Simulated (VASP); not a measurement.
# Os (P6_3/mmc) in VASP: single point with LDA

Aim: the single point of Os with LDA.

All numbers are computed with VASP 6.6.1; they aren't measurements. Logs are shortened: lines on timing, memory, paths and dates and some standing lists are left out, and cuts for length are marked.

### 1 The cell of the first run

Symmetry: P6_3/mmc, No. 194, hexagonal system. Conventional cell: a = 2.715 Å, b = 2.715 Å, c = 4.289 Å, α = 90.00°, β = 90.00°, γ = 120.00°. Os (site symmetry -6m2) has 12 Os at 2.66 to 2.71 Å within 3.5 Å.

### 2 Single point, LDA

The input, INCAR:

```
SYSTEM = Os
ALGO     = Normal         ! electronic algorithm
EDIFF    = 1E-6           ! SCF threshold, eV
ENCUT    = 560            ! plane-wave cutoff, eV
GGA      = CA             ! functional
GGA_COMPAT= .FALSE.      
ISIF     = 2              ! what is computed and relaxed
ISMEAR   = 0              ! smearing method
LASPH    = .TRUE.         ! aspherical terms in the spheres
LCHARG   = .FALSE.        ! write CHGCAR
LREAL    = .FALSE.        ! projectors in reciprocal space
LWAVE    = .FALSE.        ! write WAVECAR
NBANDS   = 23             ! bands
NELM     = 120            ! most SCF steps
PREC     = Accurate       ! precision mode
SIGMA    = 0.1            ! smearing width, eV
```

The input, KPOINTS:

```
k-points
0
G
  9 9 5
  0 0 0
```

The input, POSCAR:

```
Os
1.0
    2.7146789712      0.0000000000      0.0000000000
   -1.3573394856      2.3509809522      0.0000000000
    0.0000000000      0.0000000000      4.2890160900
Os
2
Direct
    0.3333333333      0.6666666667      0.2500000000
    0.6666666667      0.3333333333      0.7500000000
```

Potentials or basis: VASP PAW LDA potentials, release 64 (Os_sv_GW).

Launch:

```console
$ cat potpaw_LDA.64/Os_sv_GW/POTCAR > POTCAR
$ mpirun -np 1 vasp_std > vasp.out
```

OUTCAR:

```text
SYSTEM = Os
   EDIFF = 1E-6
   ENCUT = 560
   GGA = CA
   ISIF = 2
   ISMEAR = 0
   LASPH = .TRUE.
   LREAL = .FALSE.
   NELM = 120
   PREC = Accurate

 ion  position               nearest neighbor table
   1  0.333  0.667  0.250-   2 2.66   2 2.66   2 2.66   2 2.66   2 2.66   2 2.66
   2  0.667  0.333  0.750-   1 2.66   1 2.66   1 2.66   1 2.66   1 2.66   1 2.66

  LATTYP: Found a hexagonal cell.
 ALAT       =     2.7146789712
 C/A-ratio  =     1.5799349151

  Lattice vectors:

 A1 = (   2.7146789712,   0.0000000000,   0.0000000000)
 A2 = (  -1.3573394856,   2.3509809522,   0.0000000000)
 A3 = (   0.0000000000,   0.0000000000,   4.2890160900)

Analysis of symmetry for initial positions (statically):
=====================================================================
 Subroutine PRICEL returns:
 Original cell was already a primitive cell.

 Routine SETGRP: Setting up the symmetry group for a
 hexagonal supercell.

 Subroutine GETGRP returns: Found 24 space group operations
 (whereof 12 operations were pure point group operations)
 out of a pool of 24 trial point group operations.

The static configuration has the point symmetry D_3d.
 The point group associated with its full space group is D_6h.

Analysis of symmetry for dynamics (positions and initial velocities):
=====================================================================
 Subroutine PRICEL returns:
 Original cell was already a primitive cell.

 Routine SETGRP: Setting up the symmetry group for a
 hexagonal supercell.

 Subroutine GETGRP returns: Found 24 space group operations
 (whereof 12 operations were pure point group operations)
 out of a pool of 24 trial point group operations.

The dynamic configuration has the point symmetry D_3d.
 The point group associated with its full space group is D_6h.

 Subroutine INISYM returns: Found 24 space group operations
 (whereof 12 operations are pure point group operations),
 and found     1 'primitive' translations

----------------------------------------------------------------------------------------

                                     Primitive cell

  volume of cell :      27.3732

  direct lattice vectors                    reciprocal lattice vectors
     2.714678971  0.000000000  0.000000000     0.368367682  0.212677180  0.000000000
    -1.357339486  2.350980952  0.000000000     0.000000000  0.425354361  0.000000000
     0.000000000  0.000000000  4.289016090     0.000000000  0.000000000  0.233153707

  length of vectors
[... 80 lines left out ...]
   ENCUT  =  560.0 eV  41.16 Ry    6.42 a.u.   5.24  5.24  8.28*2*pi/ulx,y,z
   NELM   =    120;   NELMIN=  2; NELMDL= -5     # of ELM steps
   EDIFF  = 0.1E-05   stopping-criterion for ELM
   LREAL  =      F    real-space projection
   EDIFFG = 0.1E-04   stopping-criterion for IOM
   NSW    =      0    number of steps for IOM
   IBRION =     -1    ionic relax: 0-MD 1-quasi-New 2-CG
   NFREE  =      0    steps in history (QN), initial steepest desc. (CG)
   ISIF   =      2    stress and relaxation
   ISYM   =      2    0-nonsym 1-usesym 2-fastsym
   POTIM  = 0.5000    time-step for ionic-motion
   TEBEG  =    0.0;   TEEND  =   0.0 temperature during run
   PSTRESS=    0.0 pullay stress
   NELECT =      32.0000    total number of electrons
   NUPDOWN=      -1.0000    fix difference up-down
   EMIN   =  10.00;   EMAX   =-10.00  energy-range for DOS
   EFERMI =   0.00;   METHOD = LEGACY
   ISMEAR =     0;   SIGMA  =   0.10  broadening in eV -4-tet -1-fermi 0-gaus
   EFERMI_NEDOS =   21; number of points for ismear=-14 and -15
   IALGO  =     38    algorithm
   IMIX   =      4    mixing-type and parameters
     AMIX     =   0.40;   BMIX     =  1.00
     AMIX_MAG =   1.60;   BMIX_MAG =  1.00
  volume/ion in A,a.u.               =      13.69        92.36
  Fermi-wavevector in a.u.,A,eV,Ry     =   1.724579  3.258982 40.466072  2.974172
  Thomas-Fermi vector in A             =   2.800241
   LORBIT       =      0    0 simple, 1 ext, 2 COOP (PROOUT), +10 PAW based schemes
   GGA     = CA    functional components
   LHFCALC =     F    Hartree Fock is set to
   AEXX    =    0.0000 exact exchange contribution
   IVDW    =     0    specifies the selected vdW correction
   LEPSILON=     F    determine dielectric tensor
   LRPA    =     F    only Hartree local field effects (RPA)
 non-spin polarized calculation
 Gauss-broadening in eV      SIGMA  =   0.10
  energy-cutoff  :      560.00
  volume of cell :       27.37
 maximum number of plane-waves:       833
 NGX is ok and might be reduce to    24
   NGX = 11   NGY = 11   NGZ = 17

 number of electron      31.9999999 magnetization

 Free energy of the ion-electron system (eV)
  ---------------------------------------------------
  ext. energy  EPLUGINS =         0.00000000
  ---------------------------------------------------
  free energy    TOTEN  =       -27.64993763 eV

  energy without entropy =      -27.64410049  energy(sigma->0) =      -27.64701906

 E-fermi :  14.1708     XC(G=0): -14.9495

 val. band max:       14.1533162668   @ k =   0.1111   0.1111   0.4000
 cond. band min:      14.1834120905   @ k =   0.2222   0.0000   0.4000
 fundamental gap:      0.0300958237
 Fermi energy:        14.1708379850

 k-point     1 :       0.0000    0.0000    0.0000
  band No.  band energies     occupation
      1     -72.3042      2.00000
      2     -72.1734      2.00000
      3     -32.5742      2.00000
      4     -31.5611      2.00000
      5     -31.5611      2.00000
      6     -31.3679      2.00000
[... 613 lines left out ...]
     22      27.0564      0.00000
     23      27.0564      0.00000

 [... further k-points ...]

------------------------ aborting loop because EDIFF is reached ----------------------------------------

  FORCE on cell =-STRESS in cart. coord.  units (eV):
  Direction    XX          YY          ZZ          XY          YZ          ZX
  --------------------------------------------------------------------------------------
  -------------------------------------------------------------------------------------
  Total        0.0133769      0.0133769      0.2473574     -0.0000000      0.0000000      0.0000000
  in kB        0.7829628      0.7829628     14.4780539     -0.0000000      0.0000000      0.0000000
  external PRESSURE =       5.3479931 kB  Pullay stress =       0.0000000 kB

 VOLUME and BASIS-vectors are now :
 -----------------------------------------------------------------------------
  energy-cutoff  :      560.00
  volume of cell :       27.37
      direct lattice vectors                 reciprocal lattice vectors
     2.714678971  0.000000000  0.000000000     0.368367682  0.212677180  0.000000000
    -1.357339486  2.350980952  0.000000000     0.000000000  0.425354361  0.000000000
     0.000000000  0.000000000  4.289016090     0.000000000  0.000000000  0.233153707

 POSITION                                       TOTAL-FORCE (eV/Angst)
 -----------------------------------------------------------------------------------
     -0.00000      1.56732      1.07225         0.000000     -0.000000      0.000000
      1.35734      0.78366      3.21676        -0.000000      0.000000      0.000000
 -----------------------------------------------------------------------------------
    total drift:                               -0.000000      0.000000     -0.000000

  FREE ENERGIE OF THE ION-ELECTRON SYSTEM (eV)
  ---------------------------------------------------
  free  energy   TOTEN  =       -27.6499376286 eV

  energy  without entropy=      -27.6441004948  energy(sigma->0) =      -27.64701906
```

OSZICAR:

```text
N       E                     dE             d eps       ncg     rms          rms(c)
DAV:   1     0.328605230515E+03    0.32861E+03   -0.23720E+04  1688   0.158E+03
DAV:   2    -0.195290755354E+02   -0.34813E+03   -0.33303E+03  2001   0.485E+02
DAV:   3    -0.300384176197E+02   -0.10509E+02   -0.10444E+02  1999   0.825E+01
DAV:   4    -0.300757532119E+02   -0.37336E-01   -0.37332E-01  1852   0.549E+00
DAV:   5    -0.300758801619E+02   -0.12695E-03   -0.12695E-03  2014   0.287E-01    0.109E+02
DAV:   6    -0.279507238534E+02    0.21252E+01   -0.32514E+00  1831   0.133E+01    0.575E+01
DAV:   7    -0.276900032291E+02    0.26072E+00   -0.14178E+00  1978   0.828E+00    0.120E+01
DAV:   8    -0.276508934595E+02    0.39110E-01   -0.15596E-01  1803   0.353E+00    0.117E+00
DAV:   9    -0.276501475907E+02    0.74587E-03   -0.19655E-03  2048   0.384E-01    0.656E-01
DAV:  10    -0.276499369344E+02    0.21066E-03   -0.36165E-04  1726   0.217E-01    0.432E-01
DAV:  11    -0.276499376286E+02   -0.69422E-06   -0.28421E-06  1753   0.167E-02
   1 F= -.27649938E+02 E0= -.27647019E+02  d E =-.583713E-02
```

Run time: 8.1 s. Hardware: 1 thread of Intel Xeon 6975P-C (Granite Rapids), shared host; peak memory 0.15 GiB.

Results:

| Property | Result |
| --- | --- |
| Free energy | -27.6499 eV |
| Pressure | 0.5 GPa |
| Band gap on the k mesh | zero (bands 16 and 17 overlap by 3.99 eV) |

Levels at points of the mesh, in eV from the Fermi level:
```
           k point  band 13  band 14  band 15  band 16  band 17  band 18  band 19  band 20
(0.00, 0.00, 0.00)    -3.11    -2.51    -2.51    -1.82    -1.82    -0.07     1.54     1.54
```

Caveat: spin-orbit coupling is left out, which moves the levels of the heavy elements.

The gap in the log of VASP goes by the Fermi energy; the results here count the filled bands.